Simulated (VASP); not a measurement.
# TaN (Pmc2_1) in VASP: a series of runs

Runs on TaN. Level: PBEsol. Tasks: single point.

All numbers are computed with VASP 6.6.1; they aren't measurements. Logs are shortened: lines on timing, memory, paths and dates and some standing lists are left out, and cuts for length are marked.

### 1 The cell of the first run

Symmetry: Pmc2_1, No. 26, orthorhombic system. The conventional cell has a = 2.871 Å, b = 2.924 Å, c = 5.064 Å, α = 90.00°, β = 90.00°, γ = 90.00°. Within 2.8 Å of Ta (site symmetry m) lie 6 N at 2.12 to 2.32 Å and 2 Ta at 2.70 Å. Within 2.8 Å of N (site symmetry m) lie 6 Ta at 2.12 to 2.32 Å.

### 2 Single point, PBEsol (mode 4 (178.8 1/cm) frozen in, largest displacement +0.263 Å)

Contents of INCAR:

```
SYSTEM = TaN
PREC = Accurate
ENCUT = 520
EDIFF = 1E-7
ISMEAR = 0
SIGMA = 0.15
LREAL = .FALSE.
LASPH = .TRUE.
NELM = 60
ALGO = Normal
ISIF = 2
LWAVE = .FALSE.
LCHARG = .FALSE.
GGA = PS
NBANDS = 24
```

Contents of KPOINTS:

```
Automatic mesh
0
G
  20 20 12
  0 0 0
```

Contents of POSCAR:

```
TaN
1.0
    0.0000000000      0.0000000000      2.8707276426
    2.9239890448      0.0000000000      0.0000000000
    0.0000000000      5.0644975863      0.0000000000
Ta N
2 2
Direct
    0.5000000000      0.0897746182      0.3333333333
    0.5000000000      0.4102253818      0.8333333333
    0.0000000000      0.5386719983      0.5000000000
    0.0000000000     -0.0386719983      0.0000000000
```

Potentials or basis: VASP PAW PBE potentials, release 64 (Ta_pv, N).

The run is started by

```bash
> cat potpaw_PBE.64/Ta_pv/POTCAR potpaw_PBE.64/N/POTCAR > POTCAR
> mpirun -np 1 vasp_std > vasp.out
```

OUTCAR:

```text
SYSTEM = TaN
   PREC = Accurate
   ENCUT = 520
   EDIFF = 1E-7
   ISMEAR = 0
   LREAL = .FALSE.
   LASPH = .TRUE.
   NELM = 60
   ISIF = 2
   GGA = PS

 ion  position               nearest neighbor table
   1  0.500  0.090  0.333-   3 2.12   3 2.12   4 2.25   4 2.25   3 2.32   3 2.32   2 2.70   2 2.70
                             2 3.22   2 3.22
   2  0.500  0.410  0.833-   4 2.12   4 2.12   3 2.25   3 2.25   4 2.32   4 2.32   1 2.70   1 2.70
                             1 3.22   1 3.22
   3  0.000  0.539  0.500-   1 2.12   1 2.12   2 2.25   2 2.25   1 2.32   1 2.32
   4  0.000  0.961  0.000-   2 2.12   2 2.12   1 2.25   1 2.25   2 2.32   2 2.32

  LATTYP: Found a simple orthorhombic cell.
 ALAT       =     2.8707276426
 B/A-ratio  =     1.0185532760
 C/A-ratio  =     1.7641860242

  Lattice vectors:

 A1 = (   0.0000000000,   0.0000000000,   2.8707276426)
 A2 = (   2.9239890448,   0.0000000000,   0.0000000000)
 A3 = (   0.0000000000,   5.0644975863,   0.0000000000)

Analysis of symmetry for initial positions (statically):
=====================================================================
 Subroutine PRICEL returns:
 Original cell was already a primitive cell.

 Routine SETGRP: Setting up the symmetry group for a
 simple orthorhombic supercell.

 Subroutine GETGRP returns: Found  4 space group operations
 (whereof  2 operations were pure point group operations)
 out of a pool of  8 trial point group operations.

The static configuration has the point symmetry C_1h.
 The point group associated with its full space group is C_2v.

Analysis of symmetry for dynamics (positions and initial velocities):
=====================================================================
 Subroutine PRICEL returns:
 Original cell was already a primitive cell.

 Routine SETGRP: Setting up the symmetry group for a
 simple orthorhombic supercell.

 Subroutine GETGRP returns: Found  4 space group operations
 (whereof  2 operations were pure point group operations)
 out of a pool of  8 trial point group operations.

The dynamic configuration has the point symmetry C_1h.
 The point group associated with its full space group is C_2v.

 Subroutine INISYM returns: Found  4 space group operations
 (whereof  2 operations are pure point group operations),
 and found     1 'primitive' translations

----------------------------------------------------------------------------------------

                                     Primitive cell

  volume of cell :      42.5113

  direct lattice vectors                    reciprocal lattice vectors
     0.000000000  0.000000000  2.870727643     0.000000000  0.000000000  0.348343739
     2.923989045  0.000000000  0.000000000     0.341998545  0.000000000  0.000000000
     0.000000000  5.064497586  0.000000000     0.000000000  0.197452952  0.000000000

  length of vectors
     2.870727643  2.923989045  5.064497586     0.348343739  0.341998545  0.197452952

  position of ions in fractional coordinates (direct lattice)
     0.500000000  0.089774618  0.333333333
     0.500000000  0.410225382  0.833333333
     0.000000000  0.538671998  0.500000000
     0.000000000  0.961328002  0.000000000

  ion indices of the primitive-cell ions
   primitive index   ion index
                 1           1
                 2           2
                 3           3
                 4           4

----------------------------------------------------------------------------------------

 KPOINTS: Automatic mesh

Automatic generation of k-mesh.
 Grid dimensions read from file:
 generate k-points for:   20   20   12

 Generating k-lattice:

  Cartesian coordinates                     Fractional coordinates (reciprocal lattice)
     0.000000000  0.000000000  0.017417187     0.050000000  0.000000000  0.000000000
     0.017099927  0.000000000  0.000000000     0.000000000  0.050000000  0.000000000
     0.000000000  0.016454413  0.000000000     0.000000000  0.000000000  0.083333333

  Length of vectors
     0.017417187  0.017099927  0.016454413

  Shift w.r.t. Gamma in fractional coordinates (k-lattice)
     0.000000000  0.000000000  0.000000000

 Subroutine IBZKPT returns following result:
 ===========================================

 Found    847 irreducible k-points:

 Following reciprocal coordinates:
            Coordinates               Weight
  0.000000  0.000000  0.000000      1.000000
  0.050000  0.000000  0.000000      2.000000
  0.100000  0.000000  0.000000      2.000000
  0.150000  0.000000  0.000000      2.000000
  0.200000  0.000000  0.000000      2.000000
  0.250000  0.000000  0.000000      2.000000
[... 16 lines left out ...]
  0.000000  0.100000  0.000000      2.000000
  0.050000  0.100000  0.000000      4.000000
 [... further k-points ...]
   k-points           NKPTS =    847   k-points in BZ     NKDIM =    847   number of bands    NBANDS=     24
   number of dos      NEDOS =    301   number of ions     NIONS =      4
   total plane-waves  NPLWV =  23040
   dimension x,y,z NGX =    24 NGY =   24 NGZ =   40
   dimension x,y,z NGXF=    48 NGYF=   48 NGZF=   80
   ions per type =               2   2
   NGX,Y,Z   is equivalent  to a cutoff of  13.90, 13.65, 13.13 a.u.
   NGXF,Y,Z  is equivalent  to a cutoff of  27.80, 27.29, 26.26 a.u.
 SYSTEM =  TaN
   PREC   = accura    normal or accurate (medium, high low for compatibility)
   ISTART =      0    job   : 0-new  1-cont  2-samecut
   ICHARG =      2    charge: 1-file 2-atom 10-const
   ISPIN  =      1    spin polarized calculation?
   LNONCOLLINEAR =      F non collinear calculations
   LSORBIT =      F    spin-orbit coupling
   LASPH  =      T    aspherical Exc in radial PAW
   ENCUT  =  520.0 eV  38.22 Ry    6.18 a.u.   5.34  5.44  9.42*2*pi/ulx,y,z
   NELM   =     60;   NELMIN=  2; NELMDL= -5     # of ELM steps
   EDIFF  = 0.1E-06   stopping-criterion for ELM
   LREAL  =      F    real-space projection
   EDIFFG = 0.1E-05   stopping-criterion for IOM
   NSW    =      0    number of steps for IOM
   IBRION =     -1    ionic relax: 0-MD 1-quasi-New 2-CG
   NFREE  =      0    steps in history (QN), initial steepest desc. (CG)
   ISIF   =      2    stress and relaxation
   ISYM   =      2    0-nonsym 1-usesym 2-fastsym
   POTIM  = 0.5000    time-step for ionic-motion
   TEBEG  =    0.0;   TEEND  =   0.0 temperature during run
   PSTRESS=    0.0 pullay stress
   NELECT =      32.0000    total number of electrons
   NUPDOWN=      -1.0000    fix difference up-down
   EMIN   =  10.00;   EMAX   =-10.00  energy-range for DOS
   EFERMI =   0.00;   METHOD = LEGACY
   ISMEAR =     0;   SIGMA  =   0.15  broadening in eV -4-tet -1-fermi 0-gaus
   EFERMI_NEDOS =   21; number of points for ismear=-14 and -15
   IALGO  =     38    algorithm
   IMIX   =      4    mixing-type and parameters
     AMIX     =   0.40;   BMIX     =  1.00
     AMIX_MAG =   1.60;   BMIX_MAG =  1.00
  volume/ion in A,a.u.               =      10.63        71.72
  Fermi-wavevector in a.u.,A,eV,Ry     =   1.489213  2.814204 30.174390  2.217755
  Thomas-Fermi vector in A             =   2.602150
   LORBIT       =      0    0 simple, 1 ext, 2 COOP (PROOUT), +10 PAW based schemes
   GGA     = PS    functional components
   LHFCALC =     F    Hartree Fock is set to
   AEXX    =    0.0000 exact exchange contribution
   IVDW    =     0    specifies the selected vdW correction
   LEPSILON=     F    determine dielectric tensor
   LRPA    =     F    only Hartree local field effects (RPA)
 non-spin polarized calculation
 Gauss-broadening in eV      SIGMA  =   0.15
  energy-cutoff  :      520.00
  volume of cell :       42.51
 maximum number of plane-waves:      1166
 NGX is ok and might be reduce to    24
   NGX = 11   NGY = 11   NGZ = 19

 number of electron      31.9999999 magnetization

 Free energy of the ion-electron system (eV)
  ---------------------------------------------------
  ext. energy  EPLUGINS =         0.00000000
  ---------------------------------------------------
  free energy    TOTEN  =       -46.22853052 eV

  energy without entropy =      -46.21992724  energy(sigma->0) =      -46.22422888

 E-fermi :   8.5736     XC(G=0): -13.5663

 val. band max:        8.5735451802   @ k =   0.5000   0.5000   0.2500
 cond. band min:       8.5783134579   @ k =   0.4500   0.3500   0.0833
 fundamental gap:      0.0047682778
 Fermi energy:         8.5736075444

 k-point     1 :       0.0000    0.0000    0.0000
  band No.  band energies     occupation
      1     -27.4688      2.00000
      2     -26.4846      2.00000
      3     -26.3812      2.00000
      4     -26.2948      2.00000
      5     -26.2568      2.00000
      6     -26.0164      2.00000
[... 16 lines left out ...]
     23      13.2991      0.00000
     24      13.9933      0.00000

 k-point     2 :       0.0500    0.0000    0.0000
  band No.  band energies     occupation
      1     -27.4644      2.00000
      2     -26.5112      2.00000
      3     -26.3785      2.00000
      4     -26.3171      2.00000
      5     -26.2545      2.00000
      6     -26.0145      2.00000
[... 16 lines left out ...]
     23      13.3897      0.00000
     24      13.9869      0.00000

 k-point     3 :       0.1000    0.0000    0.0000
  band No.  band energies     occupation
      1     -27.4517      2.00000
      2     -26.5871      2.00000
      3     -26.3813      2.00000
      4     -26.3709      2.00000
      5     -26.2480      2.00000
      6     -26.0087      2.00000
[... 16 lines left out ...]
     23      13.5829      0.00000
     24      13.9892      0.00000
[... 514 lines left out ...]
 k-point    23 :       0.0000    0.1000    0.0000
  band No.  band energies     occupation
      1     -27.4468      2.00000
      2     -26.4751      2.00000
      3     -26.4541      2.00000
      4     -26.3369      2.00000
      5     -26.2899      2.00000
      6     -26.0249      2.00000
[... 16 lines left out ...]
     23      13.1305      0.00000
     24      13.4605      0.00000

 k-point    24 :       0.0500    0.1000    0.0000
  band No.  band energies     occupation
      1     -27.4425      2.00000
      2     -26.5018      2.00000
      3     -26.4512      2.00000
      4     -26.3343      2.00000
      5     -26.3119      2.00000
      6     -26.0229      2.00000
[... 16 lines left out ...]
     23      13.2500      0.00000
     24      13.5640      0.00000

 [... further k-points ...]
[... 5 lines left out ...]
  --------------------------------------------------------------------------------------
  -------------------------------------------------------------------------------------
  Total        0.0743663      6.0306739      1.2166729      0.0000000      0.0000000      0.0000000
  in kB        2.8027379    227.2858140     45.8543258      0.0000000      0.0000000      0.0000000
  external PRESSURE =      91.9809592 kB  Pullay stress =       0.0000000 kB

 VOLUME and BASIS-vectors are now :
 -----------------------------------------------------------------------------
  energy-cutoff  :      520.00
  volume of cell :       42.51
      direct lattice vectors                 reciprocal lattice vectors
     0.000000000  0.000000000  2.870727643     0.000000000  0.000000000  0.348343739
     2.923989045  0.000000000  0.000000000     0.341998545  0.000000000  0.000000000
     0.000000000  5.064497586  0.000000000     0.000000000  0.197452952  0.000000000

 POSITION                                       TOTAL-FORCE (eV/Angst)
 -----------------------------------------------------------------------------------
      0.26250      1.68817      1.43536        -4.933838     -0.076486      0.000000
      1.19949      4.22041      1.43536         4.933838     -0.076486      0.000000
      1.57507      2.53225      0.00000         0.144827      0.076486      0.000000
      2.81091      0.00000      0.00000        -0.144827      0.076486      0.000000
 -----------------------------------------------------------------------------------
    total drift:                               -0.000000     -0.000076      0.000000

  FREE ENERGIE OF THE ION-ELECTRON SYSTEM (eV)
  ---------------------------------------------------
  free  energy   TOTEN  =       -46.2285305160 eV

  energy  without entropy=      -46.2199272446  energy(sigma->0) =      -46.22422888
```

Run time: 12 min. Hardware: 1 thread of Intel Xeon 6975P-C, shared host; peak memory 0.76 GiB.

What came out:

```yaml
Free_energy: -46.2285 eV
Pressure: 9.2 GPa
Largest_force: 4.934 eV/Å
Band_gap_on_the_k_mesh: zero (band 16 reaches 8.64 eV, above the bottom of band 17 at 8.39 eV)
```

Forces on the atoms (eV/Å):
```
Ta  -4.934 -0.076  0.000
Ta   4.934 -0.076  0.000
N    0.145  0.076  0.000
N   -0.145  0.076  0.000
```

Caveat: the cell differs from its parent crystal (mode 4 (178.8 1/cm) frozen in, largest displacement +0.263 Å); the PAW data sets were made with another functional, which shifts forces and pressure a little; spin-orbit coupling is left out, which moves the levels of the heavy elements.

(Continued in part 2 of 2.)
